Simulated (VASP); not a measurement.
**WSe2: relaxation of cell and atoms with PBE+D3(BJ)**

The system is WSe2.

```
W Se
1.0
     3.29000    0.00000    0.00000
    -1.64500    2.84922    0.00000
     0.00000    0.00000   12.97000
W Se
2 4
Direct
  0.33333 0.66667 0.25000
  0.66667 0.33333 0.75000
  0.33333 0.66667 0.62100
  0.66667 0.33333 0.12100
  0.33333 0.66667 0.87900
  0.66667 0.33333 0.37900
```

```
Program                : VASP 6.6.1
Task                   : relaxation of cell and atoms
Functional             : PBE
Dispersion             : D3(BJ)
Potentials or basis    : VASP PAW PBE potentials, release 64 (W_sv, Se)
Cutoff                 : 600 eV
k mesh                 : 9 × 9 × 2
Occupations            : gaussian, width 0.02 eV
Spin                   : no spin polarisation
Dipole correction      : no
Further INCAR settings : ALGO = Normal; EDIFF = 1e-07; IBRION = 2; EDIFFG = -0.002; NSW = 100; ISIF = 3
```

The relaxed volume is 19.88 Å³/atom, the relaxed cell is a = 3.281 Å, b = 3.281 Å, c = 12.797 Å, α = 90.00°, β = 90.00°, γ = 120.00° and the space group after relaxing (to 0.1 Å) is P6_3/mmc (No. 194). The energy gained by relaxing is 1.9 meV/atom and the ionic steps are 11. The pressure after relaxing is 0.0 GPa and the band gap on the k mesh is 0.99 eV (least direct gap 1.56 eV). The dispersion energy per atom is -0.475 eV.

The path:
| step | energy change (eV) | largest force (eV/Å) | pressure (GPa) | volume (Å³) |
| --- | --- | --- | --- | --- |
| 1 | 0.0000 | 0.2218 | 0.25 | 121.58 |
| 2 | 0.0000 | 0.1182 | -1.41 | 122.15 |
| 3 | -0.0034 | 0.0497 | -0.59 | 121.86 |
| 4 | -0.0061 | 0.0516 | 0.00 | 120.88 |
| 5 | -0.0061 | 0.0517 | 0.07 | 120.77 |
| 6 | -0.0080 | 0.0407 | 0.05 | 120.46 |
| 7 | -0.0114 | 0.0075 | 0.02 | 119.55 |
| 8 | -0.0116 | 0.0050 | 0.01 | 119.22 |
| 9 | -0.0116 | 0.0037 | 0.02 | 119.25 |
| 10 | -0.0116 | 0.0033 | -0.02 | 119.33 |
| 11 | -0.0116 | 0.0002 | -0.01 | 119.30 |

Final structure:
```
W Se
1.0
     3.28099    0.00000    0.00000
    -1.64050    2.84142    0.00000
     0.00000    0.00000   12.79659
W Se
2 4
Cartesian
  0.0000 1.8943 3.1991
  1.6405 0.9471 9.5974
  0.0000 1.8943 7.9111
  1.6405 0.9471 1.5128
  0.0000 1.8943 11.2837
  1.6405 0.9471 4.8855
```

Levels at points of the mesh, in eV from the valence-band top:
| k point | band 22 | band 23 | band 24 | band 25 | band 26 | band 27 | band 28 | band 29 | band 30 | band 31 |
| --- | --- | --- | --- | --- | --- | --- | --- | --- | --- | --- |
| (0.00, 0.00, 0.00) | -1.45 | -1.45 | -1.19 | -0.96 | 0.00 | 2.63 | 2.63 | 2.68 | 2.68 | 2.69 |
| (0.00, 0.00, 0.50) | -1.49 | -1.49 | -1.49 | -0.20 | -0.20 | 2.62 | 2.62 | 2.62 | 2.62 | 2.84 |

Run time: 22 min on 1 thread of Intel Xeon 8259CL, on a shared host, peak memory 0.36 GiB.

Caveat: spin-orbit coupling is left out, which moves the levels of the heavy elements; an odd mesh through Γ misses points on the zone boundary, where band edges can lie. PBE gaps usually lie below the measured ones, often by a third to a half.
